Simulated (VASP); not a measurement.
# TePb (Fm-3m) in VASP: further runs, part 2 of 2

VASP 6.6.1. The steps go on from the part before.

## Step 4: Single point, LDA

This run uses another cell than the first one, of 32.45 Å³/atom.

The input, INCAR:

```
PREC = Accurate
ENCUT = 500
EDIFF = 1E-6
ISMEAR = 0
SIGMA = 0.02
LREAL = F
LASPH = T
NELM = 120
ALGO = Normal
ISIF = 2
LWAVE = F
LCHARG = T
LELF = T
LVHAR = T
NBANDS = 17
GGA_COMPAT = F
```

The input, KPOINTS:

```
Automatic mesh
0
Gamma
  10 10 10
```

The input, POSCAR:

```
TePb
1.0
    0.0000000000      3.1897089014      3.1897089014
    3.1897089014      0.0000000000      3.1897089014
    3.1897089014      3.1897089014      0.0000000000
Pb Te
1 1
Direct
    0.0000000000      0.0000000000      0.0000000000
    0.5000000000      0.5000000000      0.5000000000
```

Potentials or basis: VASP PAW LDA potentials, release 64 (Pb_d, Te).

The run is started by

```
cat potpaw_LDA.64/Pb_d/POTCAR potpaw_LDA.64/Te/POTCAR > POTCAR
mpirun -np 1 vasp_std > vasp.out
```

OUTCAR:

```text
PREC = Accurate
   ENCUT = 500
   EDIFF = 1E-6
   ISMEAR = 0
   LREAL = F
   LASPH = T
   NELM = 120
   ISIF = 2

 ion  position               nearest neighbor table
   1  0.000  0.000  0.000-   2 3.19   2 3.19   2 3.19   2 3.19   2 3.19   2 3.19
   2  0.500  0.500  0.500-   1 3.19   1 3.19   1 3.19   1 3.19   1 3.19   1 3.19

  LATTYP: Found a face centered cubic cell.
 ALAT       =     6.3794178028

  Lattice vectors:

 A1 = (   0.0000000000,   3.1897089014,   3.1897089014)
 A2 = (   3.1897089014,   0.0000000000,   3.1897089014)
 A3 = (   3.1897089014,   3.1897089014,   0.0000000000)

Analysis of symmetry for initial positions (statically):
=====================================================================
 Subroutine PRICEL returns:
 Original cell was already a primitive cell.

 Routine SETGRP: Setting up the symmetry group for a
 face centered cubic supercell.

 Subroutine GETGRP returns: Found 48 space group operations
 (whereof 48 operations were pure point group operations)
 out of a pool of 48 trial point group operations.

[... 155 lines left out ...]
 Free energy of the ion-electron system (eV)
  ---------------------------------------------------
  ext. energy  EPLUGINS =         0.00000000
  ---------------------------------------------------
  free energy    TOTEN  =        -8.77504039 eV

  energy without entropy =       -8.77504039  energy(sigma->0) =       -8.77504039

 E-fermi :   6.0455     XC(G=0):  -9.7445

 val. band max:        5.9361939389   @ k =   0.5000   0.0000   0.0000
 cond. band min:       6.4894178305   @ k =   0.5000   0.0000   0.0000
 fundamental gap:      0.5532238916
 Fermi energy:         6.0455462640

 k-point     1 :       0.0000    0.0000    0.0000
  band No.  band energies     occupation
      1     -10.8117      2.00000
      2     -10.8117      2.00000
      3     -10.7947      2.00000
      4     -10.7947      2.00000
      5     -10.7947      2.00000
      6      -6.4555      2.00000
[... 457 lines left out ...]
      4     -10.7715      2.00000
      5     -10.7703      2.00000
      6      -5.1058      2.00000
[... 9 lines left out ...]
     16      15.6058      0.00000
     17      16.0862      0.00000

 [... further k-points ...]
[... 5 lines left out ...]
  --------------------------------------------------------------------------------------
  -------------------------------------------------------------------------------------
  Total        0.0358753      0.0358753      0.0358753      0.0000000      0.0000000     -0.0000000
  in kB        0.8855690      0.8855690      0.8855690      0.0000000      0.0000000     -0.0000000
  external PRESSURE =       0.8855690 kB  Pullay stress =       0.0000000 kB

 VOLUME and BASIS-vectors are now :
 -----------------------------------------------------------------------------
  energy-cutoff  :      500.00
  volume of cell :       64.91
      direct lattice vectors                 reciprocal lattice vectors
     0.000000000  3.189708901  3.189708901    -0.156754116  0.156754116  0.156754116
     3.189708901  0.000000000  3.189708901     0.156754116 -0.156754116  0.156754116
     3.189708901  3.189708901  0.000000000     0.156754116  0.156754116 -0.156754116

 POSITION                                       TOTAL-FORCE (eV/Angst)
 -----------------------------------------------------------------------------------
      0.00000      0.00000      0.00000         0.000000      0.000000      0.000000
      3.18971      3.18971      3.18971         0.000000      0.000000     -0.000000
 -----------------------------------------------------------------------------------
    total drift:                               -0.000000      0.000000      0.000000

  FREE ENERGIE OF THE ION-ELECTRON SYSTEM (eV)
  ---------------------------------------------------
  free  energy   TOTEN  =        -8.7750403860 eV

  energy  without entropy=       -8.7750403860  energy(sigma->0) =       -8.77504039
```

OSZICAR:

```text
N       E                     dE             d eps       ncg     rms          rms(c)
DAV:   1     0.146535901948E+03    0.14654E+03   -0.89873E+03  1622   0.110E+03
DAV:   2     0.936496291414E+00   -0.14560E+03   -0.14088E+03  1735   0.293E+02
DAV:   3    -0.862423138526E+01   -0.95607E+01   -0.95082E+01  2034   0.811E+01
DAV:   4    -0.888039512923E+01   -0.25616E+00   -0.25599E+00  2003   0.147E+01
DAV:   5    -0.888998281792E+01   -0.95877E-02   -0.95873E-02  2303   0.257E+00    0.365E+00
DAV:   6    -0.878325865348E+01    0.10672E+00   -0.22263E-01  2359   0.354E+00    0.228E+00
DAV:   7    -0.877576532949E+01    0.74933E-02   -0.63399E-02  2202   0.128E+00    0.906E-01
DAV:   8    -0.877511359466E+01    0.65173E-03   -0.73747E-03  2018   0.832E-01    0.106E-01
DAV:   9    -0.877504499447E+01    0.68600E-04   -0.91655E-04  2416   0.289E-01    0.332E-02
DAV:  10    -0.877503984755E+01    0.51469E-05   -0.58532E-05  2092   0.595E-02    0.236E-02
DAV:  11    -0.877504026706E+01   -0.41951E-06   -0.13447E-05  2177   0.226E-02    0.882E-03
DAV:  12    -0.877504038603E+01   -0.11897E-06   -0.10139E-06  1185   0.105E-02
   1 F= -.87750404E+01 E0= -.87750404E+01  d E =-.469198E-17
```

stdout:

```text
POSCAR found type information on POSCAR PbTe
 POSCAR found :  2 types and       2 ions
 scaLAPACK will be used
 LDA part: xc-table for (Slater(with rela. corr.)+CA(PZ))
 , standard interpolation
 POSCAR, INCAR and KPOINTS ok, starting setup
 FFT: planning ... GRIDC
 FFT: planning ... GRID_SOFT
 FFT: planning ... GRID
 WAVECAR not read
 entering main loop
```

It took 55 s on 1 thread of Intel Xeon Platinum 8259CL at 2.50GHz (Skylake/Cascade Lake), shared host; peak memory 0.2 GiB.

What came out:

- Free energy: -8.7750 eV
- Pressure: 0.1 GPa
- Band gap on the k mesh: 0.55 eV

Caveat: spin-orbit coupling is left out, which moves the levels of the heavy elements. A k mesh can miss the band edges.

## Step 5: The runs side by side

```tsv
cell	k mesh	smearing	gap on the mesh (eV)	pressure (GPa)
a = 4.626 Å, angles 60.0°, 2 atoms	6 × 6 × 6	gaussian 0.1 eV	0.71	-3.0
a = 4.512 Å, angles 60.0°, 2 atoms	8 × 8 × 8	gaussian 0.02 eV	0.55	0.1
a = 4.511 Å, angles 60.0°, 2 atoms	10 × 10 × 10	gaussian 0.02 eV	0.55	0.1
```

Alike in all rows: task single point; level LDA; potentials or basis VASP PAW LDA potentials, release 64 (Pb_d, Te); no spin polarisation; cutoff (eV) 500.

Caveats: spin-orbit coupling is left out, which moves the levels of the heavy elements; the cell stands under tension (at least some runs).

Total energies depend on the potentials used, so only differences within one code and one set of settings carry meaning.
